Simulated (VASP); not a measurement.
Crystal: In.

```xyz
2
Lattice="0.0000 3.2802 3.2802 3.2802 0.0000 3.2802 3.2802 3.2802 0.0000" Properties=species:S:1:pos:R:3 pbc="T T T"
In    0.8200    0.8200    0.8200
In    5.7403    5.7403    5.7403
```

| Property | Result |
| --- | --- |
| Program | VASP 6.6.1 |
| Task | relaxation of cell and atoms |
| Functional | LDA |
| Potentials or basis | VASP PAW LDA potentials, release 64 (In_d) |
| Cutoff | 600 eV |
| k mesh | 8 × 8 × 8 |
| Occupations | fermi-dirac, width 0.1 eV |
| Spin | no spin polarisation |

At the start: pressure -1.3 GPa; volume 35.29 Å³/atom.

**Question.** Where does the relaxation end?

**Answer.** Over 3 steps the energy falls by 6.0 meV/atom and the volume is 33.85 Å³/atom (-4.1 %); space group Fd-3m (No. 227, to 0.05 Å).

The path:
| step | energy change (eV) | largest force (eV/Å) | pressure (GPa) | volume (Å³) |
| --- | --- | --- | --- | --- |
| 1 | 0.0000 | 0.0000 | -1.25 | 70.59 |
| 2 | -0.0119 | 0.0000 | -0.05 | 67.81 |
| 3 | -0.0119 | 0.0000 | 0.00 | 67.70 |

Final structure:
```
CELL_PARAMETERS angstrom
0.00000 3.23481 3.23481
3.23481 0.00000 3.23481
3.23481 3.23481 0.00000
ATOMIC_POSITIONS crystal
In 0.12500 0.12500 0.12500
In 0.87500 0.87500 0.87500
```
